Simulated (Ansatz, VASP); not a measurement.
# NaHf: VASP beside Ansatz

File INCAR:

```
ALGO = Fast ; EDIFF = 1E-7
EDIFFG = -0.01 ; ENCUT = 600
GGA = PE ; IBRION = 2
ISIF = 3 ; ISMEAR = 0
LASPH = True ; LCHARG = False
LREAL = False ; LWAVE = False
NELM = 60 ; NSW = 100
PREC = Accurate ; SIGMA = 0.1
```

The input KPOINTS:

```
k-points
0
Gamma
  16 16 16
```

Contents of POSCAR:

```
NaHf
1.0
    0.0000000000      2.9276327158      2.9276327158
    2.9276327158      0.0000000000      2.9276327158
    2.9276327158      2.9276327158      0.0000000000
Na Hf
1 1
Direct
    0.0000000000      0.0000000000      0.0000000000
    0.5000000000      0.5000000000      0.5000000000
```

Input for Ansatz:

```yaml
crystal:
  lattice:
    - [0.0, 2.9276327158, 2.9276327158]
    - [2.9276327158, 0.0, 2.9276327158]
    - [2.9276327158, 2.9276327158, 0.0]
  atoms:
    - { symbol: Na, position: [0.0, 0.0, 0.0] }
    - { symbol: Hf, position: [0.5, 0.5, 0.5] }
basis:
  ecutwfc: 420
kpoints:
  mp_grid: { grid: [16, 16, 16] }
hamiltonian:
  xc: pbe
scf:
  occupations: { method: gaussian, width: 0.1 }
output:
  forces: true
  stress: true
  eigenvalues: true
relax:
  adjacent_minimum: "off"
  f_tol: 0.01
  max_steps: 80
  cell: { stress_tol: 0.05 }
```

Alike in both runs: task relaxation of cell and atoms; functional PBE; k mesh 16 × 16 × 16; occupations gaussian, width 0.1 eV; no spin polarisation.

|  | VASP | Ansatz |
| --- | --- | --- |
| version | VASP 6.6.1 | Ansatz 0.2.0 |
| potentials or method | VASP PAW PBE potentials, release 64 (Na_pv, Hf_pv), cutoff 600 eV | scalar-relativistic, plane waves, PAW |
| valence electrons in the cell | 17 | 35 |

Ansatz gave:

- gap on the k mesh at the Fermi level, each at its own relaxed structure (eV): none
- relaxed volume (Å³/atom): 25.09
- relaxed length of the cell vector where the two differ most in proportion (Å): 4.140

Question: What did VASP give for the same quantities?

Answer: gap on the k mesh at the Fermi level, each at its own relaxed structure (eV): none; relaxed volume (Å³/atom): 25.04; relaxed length of the cell vector where the two differ most in proportion (Å): 4.137.

A gap of «none» marks a metal or a gap that the smearing closes. VASP's potentials hold 17 valence electrons a cell and Ansatz's 35, so a difference there can come from the potentials and not from the codes.

Neither program's run includes spin-orbit coupling.
